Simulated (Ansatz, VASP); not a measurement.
# Two plane-wave programs on Si7Ge

```xyz
8
Lattice="5.5957 0.0000 0.0000 0.0000 5.5957 0.0000 0.0000 0.0000 5.5957" Properties=species:S:1:pos:R:3 pbc="T T T"
Si    1.4134    1.4134    1.4134
Si    0.0000    2.7978    2.7978
Si    2.7978    2.7978    0.0000
Si    2.7978    0.0000    2.7978
Si    4.1822    1.4134    4.1822
Si    4.1822    4.1822    1.4134
Si    1.4134    4.1822    4.1822
Ge    0.0000    0.0000    0.0000
```

Change from the starting cell: strain +0.025 along x and y, +0.025 along z, atoms carried along.

Alike in both runs: task single point; functional PBEsol; k mesh 6 × 6 × 6; occupations gaussian, width 0.03 eV; no spin polarisation.

```csv
,VASP,Ansatz
version,VASP 6.6.1,Ansatz 0.2.0
potentials or method,"VASP PAW PBE potentials, release 64 (Si, Ge_d), cutoff 520 eV","scalar-relativistic, plane waves, PAW"
valence electrons in the cell,42,42
```

```tsv
	VASP	Ansatz	Ansatz less VASP
gap on the k mesh at the Fermi level (eV)	0.41	0.41	+0.005
least direct gap on the mesh (eV)	0.41	0.41	+0.005
pressure (GPa)	-5.7	-5.7	-0.05
```

VASP's potentials were made for PBE, not for PBEsol.
